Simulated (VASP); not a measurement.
# CuO: density of states with revPBE

The system is CuO.

```
Cu O
1.0
     1.99097   -2.15355    0.00000
     1.99097    2.15355    0.00000
     0.00000    0.00000    5.15593
Cu O
2 2
Direct
  0.50000 0.00000 0.00000
  0.00000 0.50000 0.50000
  0.50000 0.50000 0.25000
  0.50000 0.50000 0.75000
```

| Item | Value |
| --- | --- |
| Program | VASP 6.6.1 |
| Task | density of states |
| Functional | revPBE |
| Potentials or basis | VASP PAW PBE potentials, release 64 (Cu, O) |
| Cutoff | 520 eV |
| k mesh | 5 × 5 × 3 |
| Occupations | fermi-dirac, width 0.05 eV |
| Spin | no spin polarisation |
| Dipole correction | no |
| k mesh for the DOS | 8 × 8 × 5 |
| Occupations for the DOS | tetrahedron |
| Further INCAR settings | ALGO = Normal; EDIFF = 1e-07; NBANDS = 25 |

The valence electrons inside the program's atomic spheres are Cu 9.89; O 4.97.

Levels at points of the mesh, in eV from the Fermi level:
```csv
k point,band 14,band 15,band 16,band 17,band 18,band 19,band 20,band 21
"(0.00, 0.00, 0.00)",-2.36,-2.31,-1.91,0.57,0.76,1.46,6.20,7.35
"(0.50, 0.00, 0.00)",-1.88,-1.58,-1.51,0.21,0.46,3.79,5.97,6.49
"(0.50, 0.50, 0.00)",-2.34,-1.61,-1.22,-1.17,1.12,2.28,7.31,9.26
```

Wall time 38 s on 1 thread of AMD EPYC 9R45 96-Core Processor (Zen 5), with other jobs on the host, peak memory 0.15 GiB.

Caveat: the k points lie up to 0.43 Å⁻¹ apart; semilocal functionals often make such compounds metallic where correlation or magnetic order opens a gap, which also shifts bond lengths.
